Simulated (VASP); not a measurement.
# Ni (Fm-3m) in VASP: further runs

Ni is run at these levels: PBE; tasks: single point.

Program: VASP 6.6.1. These are calculated values, not measurements. Logs are shortened: lines on timing, memory, paths and dates and some standing lists are left out, and cuts for length are marked.

## (1) The cell of the first run

It takes space group Fm-3m (No. 225, cubic). The conventional cell has a = 3.544 Å, b = 3.544 Å, c = 3.544 Å, α = 90.00°, β = 90.00°, γ = 90.00°. Within 3.3 Å of Ni (site symmetry m-3m) lie 12 Ni at 2.51 Å.

## (2) Single point, PBE, collinear spin, ferromagnetic start

INCAR reads:

```
SYSTEM = Ni
PREC = Accurate
ENCUT = 600
EDIFF = 1E-6
ISMEAR = -1
SIGMA = 0.1
LREAL = .FALSE.
LASPH = .TRUE.
NELM = 200
ALGO = Normal
ISIF = 2
LWAVE = .FALSE.
LCHARG = .FALSE.
ISPIN = 2
MAGMOM = 0.2 0.2
LORBIT = 11
LMAXMIX = 4
GGA = PE
NBANDS = 21
GGA_COMPAT = .FALSE.
```

KPOINTS reads:

```
regular mesh
0
G
  6 12 12
  0 0 0
```

POSCAR reads:

```
Ni
1.0
    0.0000000000      3.5439000000      3.5439000000
    1.7719500000      0.0000000000      1.7719500000
    1.7719500000      1.7719500000      0.0000000000
Ni
2
Direct
    0.0000000000      0.0000000000      0.0000000000
    0.5000000000      0.0000000000      0.0000000000
```

Potentials or basis: VASP PAW PBE potentials, release 64 (Ni).

Started as:

```
$ cat potpaw_PBE.64/Ni/POTCAR > POTCAR
$ mpirun -np 1 vasp_std > vasp.out
```

OUTCAR:

```text
SYSTEM = Ni
   PREC = Accurate
   ENCUT = 600
   EDIFF = 1E-6
   ISMEAR = -1
   LREAL = .FALSE.
   LASPH = .TRUE.
   NELM = 200
   ISIF = 2
   ISPIN = 2
   LORBIT = 11
   GGA = PE

 ion  position               nearest neighbor table
   1  0.000  0.000  0.000-   2 2.51   2 2.51   2 2.51   2 2.51   2 2.51   2 2.51
   2  0.500  0.000  0.000-   1 2.51   1 2.51   1 2.51   1 2.51   1 2.51   1 2.51

  LATTYP: Found a trigonal (rhomboedric) cell.
 ALAT       =     4.3403733497
 COS(alpha) =     0.8333333333

  Lattice vectors:

 A1 = (   1.7719500000,  -1.7719500000,  -3.5439000000)
 A2 = (   3.5439000000,  -1.7719500000,  -1.7719500000)
 A3 = (   1.7719500000,  -3.5439000000,  -1.7719500000)

Analysis of symmetry for initial positions (statically):
=====================================================================
 Subroutine PRICEL returns following result:

  LATTYP: Found a face centered cubic cell.
 ALAT       =     3.5439000000
[... 12 lines left out ...]
 Subroutine GETGRP returns: Found 12 space group operations
 (whereof 12 operations were pure point group operations)
 out of a pool of 12 trial point group operations.

The static configuration has the point symmetry D_3d.

Analysis of symmetry for dynamics (positions and initial velocities):
=====================================================================
 Subroutine PRICEL returns following result:

  LATTYP: Found a face centered cubic cell.
 ALAT       =     3.5439000000
[... 12 lines left out ...]
 Subroutine GETGRP returns: Found 12 space group operations
 (whereof 12 operations were pure point group operations)
 out of a pool of 12 trial point group operations.

The dynamic configuration has the point symmetry D_3d.

Analysis of structural, dynamic, and magnetic symmetry:
=====================================================================
 Subroutine PRICEL returns following result:

  LATTYP: Found a face centered cubic cell.
 ALAT       =     3.5439000000
[... 12 lines left out ...]
 Subroutine GETGRP returns: Found 12 space group operations
 (whereof 12 operations were pure point group operations)
 out of a pool of 12 trial point group operations.

The overall configuration has the point symmetry D_3d.

 Subroutine INISYM returns: Found 12 space group operations
 (whereof 12 operations are pure point group operations),
 and found     2 'primitive' translations

----------------------------------------------------------------------------------------

                                     Primitive cell

  volume of cell :      11.1272

  direct lattice vectors                    reciprocal lattice vectors
     0.000000000  1.771950000  1.771950000    -0.282175005  0.282175005  0.282175005
     1.771950000  0.000000000  1.771950000     0.282175005 -0.282175005  0.282175005
     1.771950000  1.771950000  0.000000000     0.282175005  0.282175005 -0.282175005

  length of vectors
     2.505915722  2.505915722  2.505915722     0.488741445  0.488741445  0.488741445

  position of ions in fractional coordinates (direct lattice)
     0.000000000  0.000000000  0.000000000

  ion indices of the primitive-cell ions
   primitive index   ion index
                 1           1

----------------------------------------------------------------------------------------

 KPOINTS: regular mesh

Automatic generation of k-mesh.
 Grid dimensions read from file:
 generate k-points for:    6   12   12

 Generating k-lattice:

  Cartesian coordinates                     Fractional coordinates (reciprocal lattice)
    -0.023514584  0.023514584  0.023514584     0.166666667  0.000000000  0.000000000
     0.023514584 -0.023514584  0.023514584     0.000000000  0.083333333  0.000000000
     0.023514584  0.023514584 -0.023514584     0.000000000  0.000000000  0.083333333

  Length of vectors
     0.040728454  0.040728454  0.040728454

  Shift w.r.t. Gamma in fractional coordinates (k-lattice)
     0.000000000  0.000000000  0.000000000

 -----------------------------------------------------------------------------
[... 12 lines left out ...]
|        whereas your k-lattice is body-centered cubic.                       |
|                                                                             |
|     Results are often still useful ...                                      |
|                                                                             |
 -----------------------------------------------------------------------------

 Subroutine IBZKPT returns following result:
 ===========================================

 Found     98 irreducible k-points:

 Following reciprocal coordinates:
            Coordinates               Weight
  0.000000  0.000000  0.000000      1.000000
  0.166667  0.000000  0.000000      2.000000
  0.333333  0.000000  0.000000      2.000000
  0.500000  0.000000  0.000000      1.000000
  0.000000  0.083333  0.000000      6.000000
  0.166667  0.083333  0.000000      6.000000
[... 16 lines left out ...]
  0.000000  0.333333  0.000000      6.000000
  0.166667  0.333333  0.000000      6.000000
 [... further k-points ...]
   k-points           NKPTS =     98   k-points in BZ     NKDIM =     98   number of bands    NBANDS=     21
   number of dos      NEDOS =    301   number of ions     NIONS =      2
   total plane-waves  NPLWV =  16000
   dimension x,y,z NGX =    40 NGY =   20 NGZ =   20
   dimension x,y,z NGXF=    80 NGYF=   40 NGZF=   40
   ions per type =               2
   NGX,Y,Z   is equivalent  to a cutoff of  13.27, 13.27, 13.27 a.u.
   NGXF,Y,Z  is equivalent  to a cutoff of  26.54, 26.54, 26.54 a.u.
 SYSTEM =  Ni
   PREC   = accura    normal or accurate (medium, high low for compatibility)
   ISTART =      0    job   : 0-new  1-cont  2-samecut
   ICHARG =      2    charge: 1-file 2-atom 10-const
   ISPIN  =      2    spin polarized calculation?
   LNONCOLLINEAR =      F non collinear calculations
   LSORBIT =      F    spin-orbit coupling
   LASPH  =      T    aspherical Exc in radial PAW
   ENCUT  =  600.0 eV  44.10 Ry    6.64 a.u.  10.01  5.00  5.00*2*pi/ulx,y,z
   NELM   =    200;   NELMIN=  2; NELMDL= -5     # of ELM steps
   EDIFF  = 0.1E-05   stopping-criterion for ELM
   LREAL  =      F    real-space projection
   EDIFFG = 0.1E-04   stopping-criterion for IOM
   NSW    =      0    number of steps for IOM
   IBRION =     -1    ionic relax: 0-MD 1-quasi-New 2-CG
   NFREE  =      0    steps in history (QN), initial steepest desc. (CG)
   ISIF   =      2    stress and relaxation
   ISYM   =      2    0-nonsym 1-usesym 2-fastsym
   POTIM  = 0.5000    time-step for ionic-motion
   TEBEG  =    0.0;   TEEND  =   0.0 temperature during run
   PSTRESS=    0.0 pullay stress
   NELECT =      20.0000    total number of electrons
   NUPDOWN=      -1.0000    fix difference up-down
   EMIN   =  10.00;   EMAX   =-10.00  energy-range for DOS
   EFERMI =   0.00;   METHOD = LEGACY
   ISMEAR =    -1;   SIGMA  =   0.10  broadening in eV -4-tet -1-fermi 0-gaus
   EFERMI_NEDOS =   21; number of points for ismear=-14 and -15
   IALGO  =     38    algorithm
   IMIX   =      4    mixing-type and parameters
     AMIX     =   0.40;   BMIX     =  1.00
     AMIX_MAG =   1.60;   BMIX_MAG =  1.00
  volume/ion in A,a.u.               =      11.13        75.09
  Fermi-wavevector in a.u.,A,eV,Ry     =   1.579841  2.985467 33.958747  2.495897
  Thomas-Fermi vector in A             =   2.680159
   LORBIT       =     11    0 simple, 1 ext, 2 COOP (PROOUT), +10 PAW based schemes
   GGA     = PE    functional components
   LHFCALC =     F    Hartree Fock is set to
   AEXX    =    0.0000 exact exchange contribution
   IVDW    =     0    specifies the selected vdW correction
   LEPSILON=     F    determine dielectric tensor
   LRPA    =     F    only Hartree local field effects (RPA)
 spin polarized calculation
  energy-cutoff  :      600.00
  volume of cell :       22.25
 maximum number of plane-waves:       757
   NGX = 19   NGY =  9   NGZ =  9

 number of electron      20.0000017 magnetization       1.2773884

 Free energy of the ion-electron system (eV)
  ---------------------------------------------------
  ext. energy  EPLUGINS =         0.00000000
  ---------------------------------------------------
  free energy    TOTEN  =       -10.98974972 eV

  energy without entropy =      -10.87810594  energy(sigma->0) =      -10.93392783

 E-fermi :   9.0466     XC(G=0): -13.1238

 val. band max:        9.0427094792   @ k =  -0.3333   0.1667   0.0000
 cond. band min:       9.0681555408   @ k =  -0.1667   0.4167   0.0833
 fundamental gap:      0.0254460616
 Fermi energy:         9.0465717792

 spin component 1

 k-point     1 :       0.0000    0.0000    0.0000
  band No.  band energies     occupation
      1       0.2062      1.00000
      2       4.3477      1.00000
      3       6.6837      1.00000
      4       6.6837      1.00000
      5       6.6837      1.00000
      6       6.6972      1.00000
[... 565 lines left out ...]
     20      34.2342      0.00000
     21      38.4772      0.00000

 [... further k-points ...]

 spin component 2

 k-point     1 :       0.0000    0.0000    0.0000
  band No.  band energies     occupation
      1       0.1720      1.00000
      2       4.7808      1.00000
      3       7.3305      1.00000
      4       7.3305      1.00000
      5       7.4377      1.00000
      6       7.4377      1.00000
[... 565 lines left out ...]
     20      34.3372      0.00000
     21      38.4580      0.00000

 [... further k-points ...]
[... 5 lines left out ...]
  --------------------------------------------------------------------------------------
  -------------------------------------------------------------------------------------
  Total       -0.5040336     -0.5040336     -0.5040336      0.0000069     -0.0000069      0.0000069
  in kB      -36.2873852    -36.2873852    -36.2873852      0.0004973     -0.0004973      0.0004973
  external PRESSURE =     -36.2873852 kB  Pullay stress =       0.0000000 kB

 VOLUME and BASIS-vectors are now :
 -----------------------------------------------------------------------------
  energy-cutoff  :      600.00
  volume of cell :       22.25
      direct lattice vectors                 reciprocal lattice vectors
     0.000000000  3.543900000  3.543900000    -0.141087502  0.141087502  0.141087502
     1.771950000  0.000000000  1.771950000     0.282175005 -0.282175005  0.282175005
     1.771950000  1.771950000  0.000000000     0.282175005  0.282175005 -0.282175005

 POSITION                                       TOTAL-FORCE (eV/Angst)
 -----------------------------------------------------------------------------------
      0.00000      0.00000      0.00000        -0.000000     -0.000000     -0.000000
      0.00000      1.77195      1.77195         0.000000      0.000000      0.000000
 -----------------------------------------------------------------------------------
    total drift:                               -0.000000     -0.000000     -0.000000

  FREE ENERGIE OF THE ION-ELECTRON SYSTEM (eV)
  ---------------------------------------------------
  free  energy   TOTEN  =       -10.9897497223 eV

  energy  without entropy=      -10.8781059358  energy(sigma->0) =      -10.93392783

 total charge

# of ion       s       p       d       tot
------------------------------------------
    1        0.489   0.479   8.303   9.271
    2        0.489   0.479   8.303   9.271
--------------------------------------------------
tot          0.977   0.957  16.607  18.541

 magnetization (x)

# of ion       s       p       d       tot
------------------------------------------
    1       -0.006  -0.024   0.683   0.653
    2       -0.006  -0.024   0.683   0.653
--------------------------------------------------
tot         -0.012  -0.049   1.367   1.306
```

Wall time 77 s (1 thread of Intel Xeon 6975P-C, shared host); peak memory 0.21 GiB.

Results:

- Free energy: -10.9897 eV
- Pressure: -3.6 GPa
- Net moment: 1.28 μB per cell
- Site moments: Ni +0.65 μB
- Valence electrons inside the program's atomic spheres: Ni 9.27

Levels at points of the mesh, in eV from the Fermi level:
Spin up:
```
           k point  band 7  band 8  band 9  band 10  band 11  band 12  band 13  band 14  band 15  band 16
(0.00, 0.00, 0.00)   -2.35   -1.24   -1.24    -0.60    -0.60    -0.24     5.52    22.05    23.55    24.30
(0.50, 0.00, 0.00)   -2.14   -2.14   -1.17    -1.17    -1.17    -1.17    14.21    14.21    23.62    23.62
(0.00, 0.50, 0.00)   -0.60   -0.55   -0.47    -0.47    -0.24     2.45     5.52     9.03    14.63    14.63
(0.50, 0.50, 0.00)   -1.52   -1.52   -0.55    -0.55     2.19     2.19     8.31     8.31    14.35    14.35
```
Spin down:
```
           k point  band 7  band 8  band 9  band 10  band 11  band 12
(0.00, 0.00, 0.00)   -1.61   -0.62   -0.62    -0.30     0.17     0.17
(0.50, 0.00, 0.00)   -1.44   -1.44   -0.50    -0.50    -0.50    -0.50
(0.00, 0.50, 0.00)    0.09    0.17    0.17     0.39     0.39     2.41
(0.50, 0.50, 0.00)   -0.86   -0.86    0.23     0.23     2.57     2.57
```

(Part 1 of 2 ends here.)
